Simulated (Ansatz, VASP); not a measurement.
Two plane-wave programs on C

Contents of INCAR:

```
SYSTEM = C
ALGO = Normal ; EDIFF = 1E-6
ENCUT = 520 ; GGA = PE
ISIF = 2 ; ISMEAR = -1
LASPH = .True. ; LCHARG = .True.
LELF = .True. ; LREAL = .False.
LVHAR = .True. ; LWAVE = .False.
NBANDS = 13 ; NELM = 60
PREC = Accurate ; SIGMA = 0.1
```

KPOINTS

```
k-points
0
Gamma
  7 7 27
  0 0 0
```

Contents of POSCAR:

```
C
1.0
    6.2258334409      0.0000000001      0.0000000000
   -3.1129167205      5.3917299195      0.0000000000
    0.0000000000      0.0000000000      1.2668995230
C
3
Direct
    0.0000000000      0.0000000000      0.0000000000
    0.3333333333      0.6666666667      0.5000000000
    0.6666666667      0.3333333333      0.5000000000
```

Input for Ansatz:

```yaml
crystal:
  lattice:
    - [6.2258334409, 1.0e-10, 0.0]
    - [-3.1129167205, 5.3917299195, 0.0]
    - [0.0, 0.0, 1.266899523]
  atoms:
    - { symbol: C, position: [0.0, 0.0, 0.0] }
    - { symbol: C, position: [0.3333333333, 0.6666666667, 0.5] }
    - { symbol: C, position: [0.6666666667, 0.3333333333, 0.5] }
hamiltonian:
  xc: pbe
  pseudopotentials:
    kind: paw
    azcp:
      C: "pseudopotentials/C.paw.azcp"
basis:
  ecutwfc: 420
  fft_grid_basis: typed
kpoints:
  mp_grid: { grid: [7, 7, 27], shift: [0, 0, 0] }
magnetization:
  spin_polarized: false
scf:
  occupations: { method: fermi_dirac, width: 0.1 }
  lower_state_search: "off"
output:
  stress: true
```

Alike in both runs: task single point; functional PBE; k mesh 7 × 7 × 27; occupations fermi-dirac, width 0.1 eV; no spin polarisation.

```csv
,VASP,Ansatz
version,VASP 6.6.1,Ansatz 0.2.0
potentials or method,"VASP PAW PBE potentials, release 64 (C), cutoff 520 eV","plane waves (420 eV) with PAW, scalar-relativistic"
valence electrons in the cell,12,12
```

VASP gave:

| Quantity | Value |
| --- | --- |
| pressure (GPa) | 6.5 |
| traceless stress, the component that is largest in VASP (GPa) | 10.71 |

Estimate Ansatz's values.

pressure (GPa): 6.7; traceless stress, the component that is largest in VASP (GPa): 10.94.
